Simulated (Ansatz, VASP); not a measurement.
Mo in VASP and in Ansatz

INCAR

```
SYSTEM = Mo
ALGO = Normal
EDIFF = 1E-6
ENCUT = 520
GGA = PE
ISIF = 2
ISMEAR = -1
LASPH = .TRUE.
LCHARG = .FALSE.
LREAL = .FALSE.
LWAVE = .FALSE.
NBANDS = 21
NELM = 100
PREC = Accurate
SIGMA = 0.1
```

The input KPOINTS:

```
k-points
0
G
  11 11 11
  0 0 0
```

File POSCAR:

```
Mo
1.0
    0.0000000000      2.8066955610      2.8066955610
    2.8066955610      0.0000000000      2.8066955610
    2.8066955610      2.8066955610      0.0000000000
Mo
2
Direct
    0.1250000000      0.1250000000      0.1250000000
    0.8750000000      0.8750000000      0.8750000000
```

Input for Ansatz:

```yaml
crystal:
  lattice:
    - [0.0, 2.806695561, 2.806695561]
    - [2.806695561, 0.0, 2.806695561]
    - [2.806695561, 2.806695561, 0.0]
  atoms:
    - { symbol: Mo, position: [0.125, 0.125, 0.125] }
    - { symbol: Mo, position: [0.875, 0.875, 0.875] }
hamiltonian:
  xc: pbe
  pseudopotentials:
    kind: paw
    azcp:
      Mo: "pseudopotentials/Mo.paw.azcp"
basis:
  ecutwfc: 420
  fft_grid_basis: typed
kpoints:
  mp_grid: { grid: [11, 11, 11], shift: [0, 0, 0] }
magnetization:
  spin_polarized: false
scf:
  occupations: { method: fermi_dirac, width: 0.1 }
  lower_state_search: "off"
output:
  stress: true
  write_density: true
  write_potential: true
  elf: true
  volumetric_format: npy
```

Alike in both runs: task single point; functional PBE; k mesh 11 × 11 × 11; occupations fermi-dirac, width 0.1 eV; no spin polarisation.

|  | VASP | Ansatz |
| --- | --- | --- |
| version | VASP 6.6.1 | Ansatz 0.2.0 |
| potentials or method | VASP PAW PBE potentials, release 64 (Mo_sv), cutoff 520 eV | plane waves (420 eV) with PAW, scalar-relativistic |
| valence electrons in the cell | 28 | 28 |

|  | VASP | Ansatz | Ansatz less VASP |
| --- | --- | --- | --- |
| pressure (GPa) | 5.2 | 4.7 | -0.49 |
